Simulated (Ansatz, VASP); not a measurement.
**SnSe: VASP beside Ansatz**

INCAR

```
ALGO = Normal ; EDIFF = 1E-8
ENCUT = 520 ; GGA = PE
ISIF = 2 ; ISMEAR = -1
LASPH = T ; LCHARG = F
LEFG = T ; LREAL = F
LWAVE = F ; NBANDS = 28
NELM = 100 ; PREC = Accurate
SIGMA = 0.08
```

KPOINTS

```
k-points
0
Gamma
  11 11 6
```

POSCAR

```
SnSe
1.0
    5.1099226455      0.0000000000      0.0000000000
   -2.5549613227      4.4253228224      0.0000000000
    0.0000000000      0.0000000000      6.1646424464
Sn Se
2 2
Direct
    0.3333333333      0.6666666667     -0.0445924335
    0.6666666667      0.3333333333      0.4554075665
    0.3333333333      0.6666666667      0.4205924335
    0.6666666667      0.3333333333      0.9205924335
```

Input for Ansatz:

```yaml
crystal:
  lattice:
    - [5.1099226455, 0.0, 0.0]
    - [-2.5549613227, 4.4253228224, 0.0]
    - [0.0, 0.0, 6.1646424464]
  atoms:
    - { symbol: Sn, position: [0.3333333333, 0.6666666667, -0.0445924335] }
    - { symbol: Sn, position: [0.6666666667, 0.3333333333, 0.4554075665] }
    - { symbol: Se, position: [0.3333333333, 0.6666666667, 0.4205924335] }
    - { symbol: Se, position: [0.6666666667, 0.3333333333, 0.9205924335] }
kpoints:
  mp_grid: { grid: [11, 11, 6] }
  band_path:
    path:
      - [0.0, 0.0, 0.0]
      - [0.5, 0.0, 0.0]
      - [0.3333333333, 0.3333333333, 0.0]
      - [0.0, 0.0, 0.0]
      - [0.0, 0.0, 0.5]
      - [0.5, 0.0, 0.5]
      - [0.3333333333, 0.3333333333, 0.5]
      - [0.0, 0.0, 0.5]
      - [0.5, 0.0, 0.5]
    npoints: 8
scf:
  occupations: { method: fermi_dirac, width: 0.08 }
hamiltonian:
  xc: pbe
  pseudopotentials: { kind: paw }
output:
  forces: true
  stress: true
  eigenvalues: true
  efg: { contact_densities: true }
  populations: true
  bader: true
  dos: { projected: true, de: 0.2, e_range: [-14, 8] }
```

Alike in both runs: task electric field gradients; functional PBE; k mesh 11 × 11 × 6; occupations fermi-dirac, width 0.08 eV; no spin polarisation.

|  | VASP | Ansatz |
| --- | --- | --- |
| version | VASP 6.6.1 | Ansatz 0.2.0 |
| potentials or method | VASP PAW PBE potentials, release 64 (Sn_d, Se) | PAW with Ansatz's default frozen-core files, scalar-relativistic |
| plane-wave cutoff (eV) | 520 | 420 |
| valence electrons in the cell | 40 | 60 |

Ansatz gave:

```
pressure (GPa)                                       : 0.0
rms of the force components (eV/Å)                   : 0.000
size of Vzz on the site where it differs most (V/Å²) : 19.2
```

Problem. Estimate VASP's values.

Solution. Pressure (GPa): 0.0; rms of the force components (eV/Å): 0.003; size of Vzz on the site where it differs most (V/Å²): 17.3.

Atom by atom the forces differ by 0.004 eV/Å (rms over components). VASP's potentials hold 40 valence electrons a cell and Ansatz's 60, so a difference there can come from the potentials and not from the codes.
